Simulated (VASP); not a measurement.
Here is a VASP 6.6.1 calculation.

POSCAR

```
Pt
1.0
   -1.5821724000      1.5849819900      1.5846552900
    1.6029151900     -1.5797795700      1.6001956600
    1.5674823500      1.5650895200     -1.5794528700
Pt
1
Direct
    0.0000000000      0.0000000000      0.0000000000
```

INCAR.step1

```
SYSTEM = Pt
PREC = Accurate
ENCUT = 520
EDIFF = 1E-5
ISMEAR = -1
SIGMA = 0.05
LREAL = .False.
LASPH = .True.
NELM = 80
ALGO = Normal
ISIF = 2
LWAVE = .True.
GGA = PE
NBANDS = 11
```

Contents of INCAR.step2:

```
SYSTEM = Pt
PREC = Accurate
ENCUT = 520
EDIFF = 1E-6
ISMEAR = -1
SIGMA = 0.05
LREAL = .False.
LASPH = .True.
NELM = 80
ALGO = Normal
ISIF = 2
LWAVE = .False.
LCHARG = .True.
GGA = PS
LHFCALC = .True.
AEXX = 0.25
HFSCREEN = 0.207
PRECFOCK = Normal
LELF = .True.
LVHAR = .True.
ISTART = 1
NBANDS = 11
```

The input KPOINTS:

```
Automatic mesh
0
Gamma
  6 6 6
  0 0 0
```

Potentials or basis: VASP PAW PBE potentials, release 64 (Pt).

Launch:

```bash
$ cat potpaw_PBE.64/Pt/POTCAR > POTCAR
$ cp INCAR.step1 INCAR
$ mpirun -np 1 vasp_std > vasp.out
$ cp INCAR.step2 INCAR
$ mpirun -np 1 vasp_std > vasp.out
```

(1) Predict the pressure.

(2) What does it give for the band gap on the k mesh?

## Answers

(1) -14.5 GPa.

(2) zero (bands 5 and 6 overlap by 2.75 eV).

Caveat: the k points lie up to 0.47 Å⁻¹ apart, too coarse for converged energies and pressures of a metal; the PAW data sets were made with another functional, which shifts forces and pressure a little; spin-orbit coupling is left out, which moves the levels of the heavy elements.
